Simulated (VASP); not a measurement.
# YCo2B2 (I4/mmm) in VASP: single point with LDA

Aim: the single point of YCo2B2 with LDA.

Program: VASP 6.6.1. These are calculated values, not measurements. Logs are shortened: lines on timing, memory, paths and dates and some standing lists are left out, and cuts for length are marked.

## Step 1: The cell of the first run

Symmetry: I4/mmm, No. 139, tetragonal system. Conventional cell: a = 3.603 Å, b = 3.603 Å, c = 9.434 Å, α = 90.00°, β = 90.00°, γ = 90.00°. Co (site symmetry -4m2) has 4 B at 2.17 Å and 4 Co at 2.55 Å and 4 Y at 2.97 Å within 3.0 Å. B (site symmetry 4mm) has 4 Co at 2.17 Å and 1 B at 2.30 Å and 4 Y at 2.80 Å within 2.9 Å. Within 3.7 Å of Y (site symmetry 4/mmm) lie 10 B at 2.80 to 3.57 Å and 8 Co at 2.97 Å and 4 Y at 3.60 Å.

## Step 2: Single point, LDA

Contents of POSCAR:

```
YCo2B2
1.0
   -1.8013437000      1.8013437000      4.7169623200
    1.8013437000     -1.8013437000      4.7169623200
    1.8013437000      1.8013437000     -4.7169623200
Co B Y
2 2 1
Direct
    0.7500000000      0.2500000000      0.5000000000
    0.2500000000      0.7500000000      0.5000000000
    0.3780000000      0.3780000000      0.0000000000
    0.6220000000      0.6220000000      0.0000000000
    0.0000000000      0.0000000000      0.0000000000
```

Contents of INCAR.step1:

```
SYSTEM = YCo2B2
ALGO     = Normal         ! electronic algorithm
EDIFF    = 1E-7           ! SCF threshold, eV
ENCUT    = 520            ! plane-wave cutoff, eV
GGA      = CA             ! functional
ISIF     = 2              ! what is computed and relaxed
ISMEAR   = -1             ! smearing method
LASPH    = .True.         ! aspherical terms in the spheres
LCHARG   = .True.         ! write CHGCAR
LMAXMIX  = 4              ! l up to which the mixer works
LREAL    = .False.        ! projectors in reciprocal space
LWAVE    = .False.        ! write WAVECAR
NBANDS   = 26             ! bands
NELM     = 60             ! most SCF steps
PREC     = Accurate       ! precision mode
SIGMA    = 0.1086         ! smearing width, eV
```

Contents of KPOINTS.step1:

```
k-points
0
Gamma
  11 11 11
  0 0 0
```

Contents of INCAR.step2:

```
SYSTEM = YCo2B2
ALGO     = Normal         ! electronic algorithm
EDIFF    = 1E-7           ! SCF threshold, eV
ENCUT    = 520            ! plane-wave cutoff, eV
GGA      = CA             ! functional
ICHARG   = 11             ! starting density
ISIF     = 2              ! what is computed and relaxed
ISMEAR   = -5             ! smearing method
LASPH    = .True.         ! aspherical terms in the spheres
LCHARG   = .False.        ! write CHGCAR
LMAXMIX  = 4              ! l up to which the mixer works
LORBIT   = 11             ! projections on sites
LREAL    = .False.        ! projectors in reciprocal space
LWAVE    = .False.        ! write WAVECAR
NBANDS   = 26             ! bands
NEDOS    = 1001           ! points of the DOS
NELM     = 60             ! most SCF steps
PREC     = Accurate       ! precision mode
SIGMA    = 0.1086         ! smearing width, eV
```

Contents of KPOINTS.step2:

```
k-points
0
Gamma
  17 17 17
  0 0 0
```

Potentials or basis: VASP PAW LDA potentials, release 64 (Co, B, Y_sv).

Run with:

```
$ cat potpaw_LDA.64/Co/POTCAR potpaw_LDA.64/B/POTCAR potpaw_LDA.64/Y_sv/POTCAR > POTCAR
$ cp INCAR.step1 INCAR
$ cp KPOINTS.step1 KPOINTS
$ mpirun -np 1 vasp_std > vasp.out
$ cp INCAR.step2 INCAR
$ cp KPOINTS.step2 KPOINTS
$ mpirun -np 1 vasp_std > vasp.out
```

OUTCAR:

```text
SYSTEM = YCo2B2
   EDIFF = 1E-7
   ENCUT = 520
   GGA = CA
   ICHARG = 11
   ISIF = 2
   ISMEAR = -5
   LASPH = .True.
   LORBIT = 11
   LREAL = .False.
   NELM = 60
   PREC = Accurate

 ion  position               nearest neighbor table
   1  0.750  0.250  0.500-   3 2.17   4 2.17   3 2.17   4 2.17   2 2.55   2 2.55   2 2.55   2 2.55
                             5 2.97   5 2.97   5 2.97   5 2.97
   2  0.250  0.750  0.500-   3 2.17   4 2.17   3 2.17   4 2.17   1 2.55   1 2.55   1 2.55   1 2.55
                             5 2.97   5 2.97   5 2.97   5 2.97
   3  0.378  0.378  0.000-   1 2.17   2 2.17   2 2.17   1 2.17   5 2.80   5 2.80   5 2.80   5 2.80

   4  0.622  0.622  0.000-   2 2.17   1 2.17   1 2.17   2 2.17   5 2.80   5 2.80   5 2.80   5 2.80

   5  0.000  0.000  0.000-   4 2.80   4 2.80   4 2.80   3 2.80   4 2.80   3 2.80   3 2.80   3 2.80
                             1 2.97   2 2.97   1 2.97   2 2.97   1 2.97   1 2.97   2 2.97   2 2.97

  LATTYP: Found a body centered tetragonal cell.
 ALAT       =     3.6026874000
 C/A-ratio  =     2.6185798524

  Lattice vectors:

 A1 = (  -1.8013437000,   1.8013437000,   4.7169623200)
 A2 = (   1.8013437000,  -1.8013437000,   4.7169623200)
 A3 = (   1.8013437000,   1.8013437000,  -4.7169623200)

Analysis of symmetry for initial positions (statically):
=====================================================================
 Subroutine PRICEL returns:
 Original cell was already a primitive cell.

 Routine SETGRP: Setting up the symmetry group for a
 body centered tetragonal supercell.

 Subroutine GETGRP returns: Found 16 space group operations
 (whereof 16 operations were pure point group operations)
 out of a pool of 16 trial point group operations.

The static configuration has the point symmetry D_4h.

Analysis of symmetry for dynamics (positions and initial velocities):
=====================================================================
 Subroutine PRICEL returns:
 Original cell was already a primitive cell.

 Routine SETGRP: Setting up the symmetry group for a
 body centered tetragonal supercell.

 Subroutine GETGRP returns: Found 16 space group operations
 (whereof 16 operations were pure point group operations)
 out of a pool of 16 trial point group operations.

The dynamic configuration has the point symmetry D_4h.

 Subroutine INISYM returns: Found 16 space group operations
 (whereof 16 operations are pure point group operations),
 and found     1 'primitive' translations

----------------------------------------------------------------------------------------

                                     Primitive cell

  volume of cell :      61.2231

  direct lattice vectors                    reciprocal lattice vectors
    -1.801343700  1.801343700  4.716962320     0.000000000  0.277570571  0.106000423
     1.801343700 -1.801343700  4.716962320     0.277570571  0.000000000  0.106000423
     1.801343700  1.801343700 -4.716962320     0.277570571  0.277570571  0.000000000

  length of vectors
     5.360915200  5.360915200  5.360915200     0.297122048  0.297122048  0.392544067

  position of ions in fractional coordinates (direct lattice)
     0.750000000  0.250000000  0.500000000
     0.250000000  0.750000000  0.500000000
     0.378000000  0.378000000  0.000000000
     0.622000000  0.622000000  0.000000000
     0.000000000  0.000000000  0.000000000

  ion indices of the primitive-cell ions
   primitive index   ion index
                 1           1
                 2           2
                 3           3
                 4           4
                 5           5

----------------------------------------------------------------------------------------

 KPOINTS: k-points

Automatic generation of k-mesh.
 Grid dimensions read from file:
 generate k-points for:   17   17   17

 Generating k-lattice:

  Cartesian coordinates                     Fractional coordinates (reciprocal lattice)
     0.000000000  0.016327681  0.006235319     0.058823529  0.000000000  0.000000000
     0.016327681  0.000000000  0.006235319     0.000000000  0.058823529  0.000000000
     0.016327681  0.016327681  0.000000000     0.000000000  0.000000000  0.058823529

  Length of vectors
     0.017477768  0.017477768  0.023090827

  Shift w.r.t. Gamma in fractional coordinates (k-lattice)
     0.000000000  0.000000000  0.000000000

 TETIRR: Found   6263 inequivalent tetrahedra from    29478

 Subroutine IBZKPT returns following result:
 ===========================================

 Found    405 irreducible k-points:

 Following reciprocal coordinates:
            Coordinates               Weight
  0.000000  0.000000  0.000000      1.000000
  0.058824 -0.000000  0.000000      8.000000
  0.117647  0.000000 -0.000000      8.000000
  0.176471  0.000000  0.000000      8.000000
  0.235294  0.000000 -0.000000      8.000000
  0.294118  0.000000 -0.000000      8.000000
[... 16 lines left out ...]
 -0.176471  0.058824  0.000000     16.000000
 -0.117647  0.058824  0.000000     16.000000
 [... further k-points ...]
   k-points           NKPTS =    405   k-points in BZ     NKDIM =    405   number of bands    NBANDS=     26
   number of dos      NEDOS =   1001   number of ions     NIONS =      5
   total plane-waves  NPLWV =  64000
   dimension x,y,z NGX =    40 NGY =   40 NGZ =   40
   dimension x,y,z NGXF=    80 NGYF=   80 NGZF=   80
   ions per type =               2   2   1
   NGX,Y,Z   is equivalent  to a cutoff of  12.40, 12.40, 12.40 a.u.
   NGXF,Y,Z  is equivalent  to a cutoff of  24.81, 24.81, 24.81 a.u.
 SYSTEM =  YCo2B2
   PREC   = accura    normal or accurate (medium, high low for compatibility)
   ISTART =      0    job   : 0-new  1-cont  2-samecut
   ICHARG =     11    charge: 1-file 2-atom 10-const
   ISPIN  =      1    spin polarized calculation?
   LNONCOLLINEAR =      F non collinear calculations
   LSORBIT =      F    spin-orbit coupling
   LASPH  =      T    aspherical Exc in radial PAW
   ENCUT  =  520.0 eV  38.22 Ry    6.18 a.u.   9.97  9.97  9.97*2*pi/ulx,y,z
   NELM   =     60;   NELMIN=  2; NELMDL=  0     # of ELM steps
   EDIFF  = 0.1E-06   stopping-criterion for ELM
   LREAL  =      F    real-space projection
   EDIFFG = 0.1E-05   stopping-criterion for IOM
   NSW    =      0    number of steps for IOM
   IBRION =     -1    ionic relax: 0-MD 1-quasi-New 2-CG
   NFREE  =      0    steps in history (QN), initial steepest desc. (CG)
   ISIF   =      2    stress and relaxation
   ISYM   =      2    0-nonsym 1-usesym 2-fastsym
   POTIM  = 0.5000    time-step for ionic-motion
   TEBEG  =    0.0;   TEEND  =   0.0 temperature during run
   PSTRESS=    0.0 pullay stress
   NELECT =      35.0000    total number of electrons
   NUPDOWN=      -1.0000    fix difference up-down
   EMIN   =  10.00;   EMAX   =-10.00  energy-range for DOS
   EFERMI =   0.00;   METHOD = LEGACY
   ISMEAR =    -5;   SIGMA  =   0.11  broadening in eV -4-tet -1-fermi 0-gaus
   EFERMI_NEDOS =   21; number of points for ismear=-14 and -15
   IALGO  =     38    algorithm
   IMIX   =      4    mixing-type and parameters
     AMIX     =   0.40;   BMIX     =  1.00
     AMIX_MAG =   1.60;   BMIX_MAG =  1.00
  volume/ion in A,a.u.               =      12.24        82.63
  Fermi-wavevector in a.u.,A,eV,Ry     =   1.358707  2.567583 25.117489  1.846083
  Thomas-Fermi vector in A             =   2.485517
   LORBIT       =     11    0 simple, 1 ext, 2 COOP (PROOUT), +10 PAW based schemes
   GGA     = CA    functional components
   LHFCALC =     F    Hartree Fock is set to
   AEXX    =    0.0000 exact exchange contribution
   IVDW    =     0    specifies the selected vdW correction
   LEPSILON=     F    determine dielectric tensor
   LRPA    =     F    only Hartree local field effects (RPA)
 non-spin polarized calculation
 Fermi weights with tetrahedron method with Bloechl corrections
  energy-cutoff  :      520.00
  volume of cell :       61.22
 maximum number of plane-waves:      1669

 number of electron      34.9999994 magnetization

 Free energy of the ion-electron system (eV)
  ---------------------------------------------------
  ext. energy  EPLUGINS =         0.00000000
  ---------------------------------------------------
  free energy    TOTEN  =       -40.42630815 eV

  energy without entropy =      -40.42630815  energy(sigma->0) =      -40.42630815

 E-fermi :   6.3760     XC(G=0): -12.1750

 val. band max:        6.3974440813   @ k =  -0.2941  -0.4118   0.2941
 cond. band min:       6.3675460784   @ k =   0.4118   0.4118   0.0000
 fundamental gap:     -0.0298980028
 Fermi energy:         6.3760183588

 k-point     1 :       0.0000    0.0000    0.0000
  band No.  band energies     occupation
      1     -35.0022      2.00000
      2     -15.1800      2.00000
      3     -15.0892      2.00000
      4     -15.0892      2.00000
      5      -3.2450      2.00000
      6       0.8392      2.00000
[... 18 lines left out ...]
     25      13.4594      0.00000
     26      13.6359      0.00000

 k-point     2 :       0.0588   -0.0000    0.0000
  band No.  band energies     occupation
      1     -35.0014      2.00000
      2     -15.1789      2.00000
      3     -15.1023      2.00000
      4     -15.0878      2.00000
      5      -3.1956      2.00000
      6       0.7928      2.00000
[... 18 lines left out ...]
     25      13.0173      0.00000
     26      13.5821      0.00000

 k-point     3 :       0.1176    0.0000   -0.0000
  band No.  band energies     occupation
      1     -34.9990      2.00000
      2     -15.1758      2.00000
      3     -15.1396      2.00000
      4     -15.0838      2.00000
      5      -3.0498      2.00000
      6       0.6961      2.00000
[... 18 lines left out ...]
     25      12.5421      0.00000
     26      13.3937      0.00000

 k-point     4 :       0.1765    0.0000    0.0000
  band No.  band energies     occupation
      1     -34.9954      2.00000
      2     -15.1957      2.00000
      3     -15.1709      2.00000
      4     -15.0778      2.00000
      5      -2.8147      2.00000
      6       0.5856      2.00000
[... 18 lines left out ...]
     25      12.4529      0.00000
     26      13.1287      0.00000
[... 496 lines left out ...]
      1     -34.9903      2.00000
      2     -15.2602      2.00000
      3     -15.1624      2.00000
      4     -15.0830      2.00000
      5      -2.5034      2.00000
      6       0.5743      2.00000
[... 18 lines left out ...]
     25      12.8811      0.00000
     26      12.9401      0.00000

 k-point    23 :      -0.1765    0.0588    0.0000
  band No.  band energies     occupation
      1     -34.9946      2.00000
      2     -15.1941      2.00000
      3     -15.1684      2.00000
      4     -15.0905      2.00000
      5      -2.8040      2.00000
      6       0.6964      2.00000
[... 18 lines left out ...]
     25      12.4164      0.00000
     26      13.2434      0.00000

 k-point    24 :      -0.1176    0.0588    0.0000
  band No.  band energies     occupation
      1     -34.9982      2.00000
      2     -15.1736      2.00000
      3     -15.1383      2.00000
      4     -15.0967      2.00000
      5      -3.0261      2.00000
      6       0.7894      2.00000
[... 18 lines left out ...]
     25      12.3908      0.00000
     26      13.5050      0.00000

 [... further k-points ...]

------------------------ aborting loop because EDIFF is reached ----------------------------------------

  FORCE on cell =-STRESS in cart. coord.  units (eV):
  Direction    XX          YY          ZZ          XY          YZ          ZX
  --------------------------------------------------------------------------------------
  -------------------------------------------------------------------------------------
  Total       -6.2860943     -6.2860943     -8.0202168      0.0000000      0.0000000      0.0000000
  in kB     -164.5037899   -164.5037899   -209.8848655      0.0000000      0.0000000      0.0000000
  external PRESSURE =    -179.6308151 kB  Pullay stress =       0.0000000 kB

 VOLUME and BASIS-vectors are now :
 -----------------------------------------------------------------------------
  energy-cutoff  :      520.00
  volume of cell :       61.22
      direct lattice vectors                 reciprocal lattice vectors
    -1.801343700  1.801343700  4.716962320     0.000000000  0.277570571  0.106000423
     1.801343700 -1.801343700  4.716962320     0.277570571  0.000000000  0.106000423
     1.801343700  1.801343700 -4.716962320     0.277570571  0.277570571  0.000000000

 POSITION                                       TOTAL-FORCE (eV/Angst)
 -----------------------------------------------------------------------------------
      0.00000      1.80134      2.35848         0.000000      0.000000      0.000000
      1.80134      0.00000      2.35848         0.000000      0.000000      0.000000
      0.00000      0.00000      3.56602        -0.000000     -0.000000     -1.768788
      0.00000      0.00000      5.86790         0.000000      0.000000      1.768788
      0.00000      0.00000      0.00000         0.000000      0.000000      0.000000
 -----------------------------------------------------------------------------------
    total drift:                                0.000000     -0.000000     -0.000000

  FREE ENERGIE OF THE ION-ELECTRON SYSTEM (eV)
  ---------------------------------------------------
  free  energy   TOTEN  =       -40.4263081548 eV

  energy  without entropy=      -40.4263081548  energy(sigma->0) =      -40.42630815

 total charge

# of ion       s       p       d       f       tot
--------------------------------------------------
    1        0.465   0.556   7.368   0.000   8.390
    2        0.465   0.556   7.368   0.000   8.390
    3        0.680   0.991   0.000   0.000   1.671
    4        0.680   0.991   0.000   0.000   1.671
    5        2.209   6.473   1.044   0.057   9.784
--------------------------------------------------
tot          4.500   9.567  15.781   0.057  29.904
```

Run time: 20 min. Hardware: 1 thread of Intel Xeon Platinum 8175M at 2.50GHz (Skylake/Cascade Lake), shared host; peak memory 0.75 GiB.

Results:

```yaml
Valence_electrons_inside_the_program's_atomic_spheres: Co 8.39; B 1.67; Y 9.78
```

Levels at points of the mesh, in eV from the Fermi level:
| k point | band 14 | band 15 | band 16 | band 17 | band 18 | band 19 | band 20 | band 21 |
| --- | --- | --- | --- | --- | --- | --- | --- | --- |
| (0.00, 0.00, 0.00) | -0.82 | -0.66 | -0.07 | -0.07 | -0.01 | 0.19 | 0.57 | 3.33 |

Caveat: the run has no spin polarisation, though such a crystal can be magnetic. Spin polarisation is off, so any magnetic state and its effect on volume and gap are missing.
